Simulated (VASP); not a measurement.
# SnSe2 (P1) in VASP: single point with PBE+D3(BJ)

Aim: the single point of SnSe2 with PBE+D3(BJ).

Program: VASP 6.6.1. These are calculated values, not measurements. Logs are shortened: lines on timing, memory, paths and dates and some standing lists are left out, and cuts for length are marked.

**1. The cell of the first run**

The typed cell holds 3 atoms: a = 3.811 Å, b = 3.811 Å, c = 6.137 Å, α = 90.00°, β = 90.00°, γ = 120.00°.

**2. Single point, PBE+D3(BJ) (atoms displaced along a vibrational mode)**

INCAR reads:

```
  ALGO = Normal
  EDIFF = 1E-6
  ENCUT = 520
  GGA = PE
  ISIF = 2
  ISMEAR = 0
  IVDW = 12
  LASPH = True
  LCHARG = False
  LREAL = False
  LWAVE = False
  NBANDS = 20
  NELM = 100
  PREC = Accurate
  SIGMA = 0.05
```

KPOINTS reads:

```
k-points
0
Gamma
  12 12 6
```

POSCAR reads:

```
SnSe2
1.0
    3.8109987816      0.0000000000      0.0000000000
   -1.9054993908      3.3004217586      0.0000000000
    0.0000000000      0.0000000000      6.1370000000
Sn Se
1 2
Direct
    0.0087800217      0.0064274220      0.0000000000
    0.3267342249      0.6618357840      0.2500000000
    0.6600675583      0.3285024507      0.7500000000
```

Potentials or basis: VASP PAW PBE potentials, release 64 (Sn_d, Se).

Command:

```sh
> cat potpaw_PBE.64/Sn_d/POTCAR potpaw_PBE.64/Se/POTCAR > POTCAR
> mpirun -np 1 vasp_std > vasp.out
```

OUTCAR:

```text
EDIFF = 1E-6
   ENCUT = 520
   GGA = PE
   ISIF = 2
   ISMEAR = 0
   IVDW = 12
   LASPH = True
   LREAL = False
   NELM = 100
   PREC = Accurate
 IVDW          = 12

 ion  position               nearest neighbor table
   1  0.009  0.006  0.000-   3 2.64   2 2.65   2 2.67   3 2.69   3 2.71   2 2.72
   2  0.327  0.662  0.250-   1 2.65   1 2.67   1 2.72
   3  0.660  0.329  0.750-   1 2.64   1 2.69   1 2.71

  LATTYP: Found a hexagonal cell.
 ALAT       =     3.8109987816
 C/A-ratio  =     1.6103390087

  Lattice vectors:

 A1 = (   3.8109987816,   0.0000000000,   0.0000000000)
 A2 = (  -1.9054993908,   3.3004217586,   0.0000000000)
 A3 = (   0.0000000000,   0.0000000000,   6.1370000000)

Analysis of symmetry for initial positions (statically):
=====================================================================
 Subroutine PRICEL returns:
 Original cell was already a primitive cell.

 Routine SETGRP: Setting up the symmetry group for a
 hexagonal supercell.

 Subroutine GETGRP returns: Found  1 space group operations
 (whereof  1 operations were pure point group operations)
 out of a pool of 24 trial point group operations.

The static configuration has the point symmetry C_1 .

Analysis of symmetry for dynamics (positions and initial velocities):
=====================================================================
 Subroutine PRICEL returns:
 Original cell was already a primitive cell.

 Routine SETGRP: Setting up the symmetry group for a
 hexagonal supercell.

 Subroutine GETGRP returns: Found  1 space group operations
 (whereof  1 operations were pure point group operations)
 out of a pool of 24 trial point group operations.

The dynamic configuration has the point symmetry C_1 .

 Subroutine INISYM returns: Found  1 space group operations
 (whereof  1 operations are pure point group operations),
 and found     1 'primitive' translations

----------------------------------------------------------------------------------------

                                     Primitive cell

  volume of cell :      77.1906

  direct lattice vectors                    reciprocal lattice vectors
     3.810998782  0.000000000  0.000000000     0.262398405  0.151495789  0.000000000
    -1.905499391  3.300421759  0.000000000     0.000000000  0.302991579  0.000000000
     0.000000000  0.000000000  6.137000000     0.000000000  0.000000000  0.162946065

  length of vectors
     3.810998782  3.810998782  6.137000000     0.302991579  0.302991579  0.162946065

  position of ions in fractional coordinates (direct lattice)
     0.008780022  0.006427422  0.000000000
     0.326734225  0.661835784  0.250000000
     0.660067558  0.328502451  0.750000000

  ion indices of the primitive-cell ions
   primitive index   ion index
                 1           1
                 2           2
                 3           3

----------------------------------------------------------------------------------------

 KPOINTS: k-points

Automatic generation of k-mesh.
 Grid dimensions read from file:
 generate k-points for:   12   12    6

 Generating k-lattice:

  Cartesian coordinates                     Fractional coordinates (reciprocal lattice)
     0.021866534  0.012624649  0.000000000     0.083333333 -0.000000000  0.000000000
     0.000000000  0.025249298  0.000000000     0.000000000  0.083333333  0.000000000
     0.000000000  0.000000000  0.027157677     0.000000000  0.000000000  0.166666667

  Length of vectors
     0.025249298  0.025249298  0.027157677

  Shift w.r.t. Gamma in fractional coordinates (k-lattice)
     0.000000000  0.000000000  0.000000000

 Subroutine IBZKPT returns following result:
 ===========================================

 Found    436 irreducible k-points:

 Following reciprocal coordinates:
            Coordinates               Weight
  0.000000  0.000000  0.000000      1.000000
  0.083333  0.000000  0.000000      2.000000
  0.000000  0.083333  0.000000      2.000000
 -0.083333  0.083333  0.000000      2.000000
  0.166667  0.000000  0.000000      2.000000
  0.000000  0.166667  0.000000      2.000000
[... 16 lines left out ...]
  0.166667  0.083333  0.000000      2.000000
 -0.083333  0.250000  0.000000      2.000000
 [... further k-points ...]
   k-points           NKPTS =    436   k-points in BZ     NKDIM =    436   number of bands    NBANDS=     20
   number of dos      NEDOS =    301   number of ions     NIONS =      3
   total plane-waves  NPLWV =  37632
   dimension x,y,z NGX =    28 NGY =   28 NGZ =   48
   dimension x,y,z NGXF=    56 NGYF=   56 NGZF=   96
   ions per type =               1   2
   NGX,Y,Z   is equivalent  to a cutoff of  12.21, 12.21, 13.00 a.u.
   NGXF,Y,Z  is equivalent  to a cutoff of  24.43, 24.43, 26.01 a.u.
 SYSTEM =  unknown system
   PREC   = accura    normal or accurate (medium, high low for compatibility)
   ISTART =      0    job   : 0-new  1-cont  2-samecut
   ICHARG =      2    charge: 1-file 2-atom 10-const
   ISPIN  =      1    spin polarized calculation?
   LNONCOLLINEAR =      F non collinear calculations
   LSORBIT =      F    spin-orbit coupling
   LASPH  =      T    aspherical Exc in radial PAW
   ENCUT  =  520.0 eV  38.22 Ry    6.18 a.u.   7.09  7.09 11.41*2*pi/ulx,y,z
   NELM   =    100;   NELMIN=  2; NELMDL= -5     # of ELM steps
   EDIFF  = 0.1E-05   stopping-criterion for ELM
   LREAL  =      F    real-space projection
   EDIFFG = 0.1E-04   stopping-criterion for IOM
   NSW    =      0    number of steps for IOM
   IBRION =     -1    ionic relax: 0-MD 1-quasi-New 2-CG
   NFREE  =      0    steps in history (QN), initial steepest desc. (CG)
   ISIF   =      2    stress and relaxation
   ISYM   =      2    0-nonsym 1-usesym 2-fastsym
   POTIM  = 0.5000    time-step for ionic-motion
   TEBEG  =    0.0;   TEEND  =   0.0 temperature during run
   PSTRESS=    0.0 pullay stress
   NELECT =      26.0000    total number of electrons
   NUPDOWN=      -1.0000    fix difference up-down
   EMIN   =  10.00;   EMAX   =-10.00  energy-range for DOS
   EFERMI =   0.00;   METHOD = LEGACY
   ISMEAR =     0;   SIGMA  =   0.05  broadening in eV -4-tet -1-fermi 0-gaus
   EFERMI_NEDOS =   21; number of points for ismear=-14 and -15
   IALGO  =     38    algorithm
   IMIX   =      4    mixing-type and parameters
     AMIX     =   0.40;   BMIX     =  1.00
     AMIX_MAG =   1.60;   BMIX_MAG =  1.00
  volume/ion in A,a.u.               =      25.73       173.64
  Fermi-wavevector in a.u.,A,eV,Ry     =   1.139054  2.152501 17.652812  1.297445
  Thomas-Fermi vector in A             =   2.275758
   LORBIT       =      0    0 simple, 1 ext, 2 COOP (PROOUT), +10 PAW based schemes
   GGA     = PE    functional components
   LHFCALC =     F    Hartree Fock is set to
   AEXX    =    0.0000 exact exchange contribution
   IVDW    =    12    specifies the selected vdW correction
   LEPSILON=     F    determine dielectric tensor
   LRPA    =     F    only Hartree local field effects (RPA)
 non-spin polarized calculation
 Gauss-broadening in eV      SIGMA  =   0.05
  energy-cutoff  :      520.00
  volume of cell :       77.19
 maximum number of plane-waves:      2109
   NGX = 15   NGY = 15   NGZ = 23

 number of electron      26.0000001 magnetization

 Free energy of the ion-electron system (eV)
  ---------------------------------------------------
  ext. energy  EPLUGINS =         0.00000000
  ---------------------------------------------------
  free energy    TOTEN  =       -11.74872259 eV

  energy without entropy =      -11.74872259  energy(sigma->0) =      -11.74872259

 E-fermi :   4.4230     XC(G=0):  -9.4594

 val. band max:        4.2088339454   @ k =  -0.0833   0.1667   0.0000
 cond. band min:       4.9108498573   @ k =   0.4167  -0.4167   0.3333
 fundamental gap:      0.7020159119
 Fermi energy:         4.4230452408

 k-point     1 :       0.0000    0.0000    0.0000
  band No.  band energies     occupation
      1     -17.0965      2.00000
      2     -17.0955      2.00000
      3     -17.0563      2.00000
      4     -17.0423      2.00000
      5     -17.0418      2.00000
      6      -9.8139      2.00000
[... 12 lines left out ...]
     19      13.1160      0.00000
     20      13.1214      0.00000

 k-point     2 :       0.0833    0.0000    0.0000
  band No.  band energies     occupation
      1     -17.0999      2.00000
      2     -17.0931      2.00000
      3     -17.0543      2.00000
      4     -17.0439      2.00000
      5     -17.0413      2.00000
      6      -9.7441      2.00000
[... 12 lines left out ...]
     19      12.5665      0.00000
     20      13.2089      0.00000

 k-point     3 :       0.0000    0.0833    0.0000
  band No.  band energies     occupation
      1     -17.0996      2.00000
      2     -17.0934      2.00000
      3     -17.0543      2.00000
      4     -17.0437      2.00000
      5     -17.0415      2.00000
      6      -9.7441      2.00000
[... 12 lines left out ...]
     19      12.5636      0.00000
     20      13.2094      0.00000

 k-point     4 :      -0.0833    0.0833    0.0000
  band No.  band energies     occupation
      1     -17.0993      2.00000
      2     -17.0938      2.00000
      3     -17.0543      2.00000
      4     -17.0435      2.00000
      5     -17.0418      2.00000
      6      -9.7440      2.00000
[... 12 lines left out ...]
     19      12.5606      0.00000
     20      13.2100      0.00000

 k-point     5 :       0.1667    0.0000    0.0000
  band No.  band energies     occupation
      1     -17.1102      2.00000
      2     -17.0870      2.00000
      3     -17.0511      2.00000
      4     -17.0453      2.00000
      5     -17.0393      2.00000
      6      -9.5391      2.00000
[... 12 lines left out ...]
     19      12.4339      0.00000
     20      13.3832      0.00000
[... 353 lines left out ...]
      6      -9.6064      2.00000
[... 12 lines left out ...]
     19      12.3695      0.00000
     20      13.5010      0.00000

 k-point    22 :      -0.1667    0.0833    0.0000
  band No.  band energies     occupation
      1     -17.1058      2.00000
      2     -17.0899      2.00000
      3     -17.0507      2.00000
      4     -17.0464      2.00000
      5     -17.0400      2.00000
      6      -9.6065      2.00000
[... 12 lines left out ...]
     19      12.3678      0.00000
     20      13.4627      0.00000

 k-point    23 :       0.1667    0.0833    0.0000
  band No.  band energies     occupation
      1     -17.1177      2.00000
      2     -17.0849      2.00000
      3     -17.0515      2.00000
      4     -17.0443      2.00000
      5     -17.0349      2.00000
      6      -9.3408      2.00000
[... 12 lines left out ...]
     19      11.8848      0.00000
     20      13.6937      0.00000

 k-point    24 :      -0.0833    0.2500    0.0000
  band No.  band energies     occupation
      1     -17.1170      2.00000
      2     -17.0856      2.00000
      3     -17.0513      2.00000
      4     -17.0444      2.00000
      5     -17.0349      2.00000
      6      -9.3404      2.00000
[... 12 lines left out ...]
     19      11.8874      0.00000
     20      13.6898      0.00000

 [... further k-points ...]

------------------------ aborting loop because EDIFF is reached ----------------------------------------

 Edisp (eV)   -1.08282

 E8    (eV) :    -0.4736

  FORCE on cell =-STRESS in cart. coord.  units (eV):
  Direction    XX          YY          ZZ          XY          YZ          ZX
  --------------------------------------------------------------------------------------
  -------------------------------------------------------------------------------------
  Total       1.27748     1.27722     1.94403     0.01559    -0.00000    -0.04405
  in kB      26.51554    26.51003    40.35058     0.32359    -0.00005    -0.91424
  external pressure =       31.13 kB  Pullay stress =        0.00 kB

 VOLUME and BASIS-vectors are now :
 -----------------------------------------------------------------------------
  energy-cutoff  :      520.00
  volume of cell :       77.19
      direct lattice vectors                 reciprocal lattice vectors
     3.810998782  0.000000000  0.000000000     0.262398405  0.151495789  0.000000000
    -1.905499391  3.300421759  0.000000000     0.000000000  0.302991579  0.000000000
     0.000000000  0.000000000  6.137000000     0.000000000  0.000000000  0.162946065

 POSITION                                       TOTAL-FORCE (eV/Angst)
 -----------------------------------------------------------------------------------
      0.02121      0.02121      0.00000        -0.246631     -0.246644      0.001008
     -0.01594      2.18434      1.53425         0.109292      0.123312      0.763293
      1.88956      1.08420      4.60275         0.137339      0.123332     -0.764302
 -----------------------------------------------------------------------------------
    total drift:                               -0.000108     -0.000118     -0.000001

  FREE ENERGIE OF THE ION-ELECTRON SYSTEM (eV)
  ---------------------------------------------------
  free  energy   TOTEN  =       -12.8315441699 eV

  energy  without entropy=      -12.8315441699  energy(sigma->0) =      -12.83154417
```

Wall time 13 min (1 thread of Intel Xeon 8259CL, shared host); peak memory 0.71 GiB.

What came out:

```
Free energy                : -12.8315 eV
Pressure                   : 3.1 GPa
Largest force              : 0.786 eV/Å
Band gap on the k mesh     : 0.70 eV (least direct gap 1.09 eV)
Dispersion energy per atom : -0.361 eV
```

Forces in eV/Å, atoms in the order of the input:
```
Sn  -0.247 -0.247  0.001
Se   0.109  0.123  0.763
Se   0.137  0.123 -0.764
```

Stress tensor (GPa, compression positive):
```
 2.65  0.03 -0.09
 0.03  2.65  0.00
-0.09  0.00  4.04
```

Levels at points of the mesh, in eV from the valence-band top:
| k point | band 9 | band 10 | band 11 | band 12 | band 13 | band 14 | band 15 | band 16 | band 17 | band 18 |
| --- | --- | --- | --- | --- | --- | --- | --- | --- | --- | --- |
| (0.00, 0.00, 0.00) | -0.74 | -0.74 | -0.41 | -0.40 | -0.05 | 1.04 | 2.92 | 4.61 | 4.61 | 8.09 |
| (0.50, 0.00, 0.00) | -4.50 | -2.96 | -2.70 | -1.26 | -0.34 | 1.12 | 3.75 | 5.38 | 5.44 | 7.20 |
| (0.00, 0.50, 0.00) | -4.50 | -2.96 | -2.70 | -1.25 | -0.34 | 1.12 | 3.75 | 5.34 | 5.48 | 7.20 |
| (0.50, 0.50, 0.00) | -4.51 | -2.96 | -2.69 | -1.25 | -0.34 | 1.11 | 3.76 | 5.32 | 5.51 | 7.19 |
| (0.00, 0.00, 0.50) | -2.10 | -0.83 | -0.82 | -0.26 | -0.26 | 2.41 | 2.89 | 4.34 | 4.35 | 8.09 |
| (0.50, 0.00, 0.50) | -4.95 | -2.53 | -2.03 | -0.88 | -0.74 | 0.82 | 4.21 | 4.79 | 5.79 | 6.30 |
| (0.00, 0.50, 0.50) | -4.96 | -2.53 | -2.03 | -0.88 | -0.74 | 0.82 | 4.21 | 4.79 | 5.77 | 6.32 |
| (0.50, 0.50, 0.50) | -4.96 | -2.52 | -2.03 | -0.88 | -0.73 | 0.82 | 4.21 | 4.79 | 5.75 | 6.35 |

Caveat: the cell differs from its parent crystal (atoms displaced along a vibrational mode); the cell stands under pressure; semilocal functionals underestimate gaps, and a narrow one can read as zero; spin-orbit coupling is left out, which moves the levels of the heavy elements. A k mesh can miss the band edges.
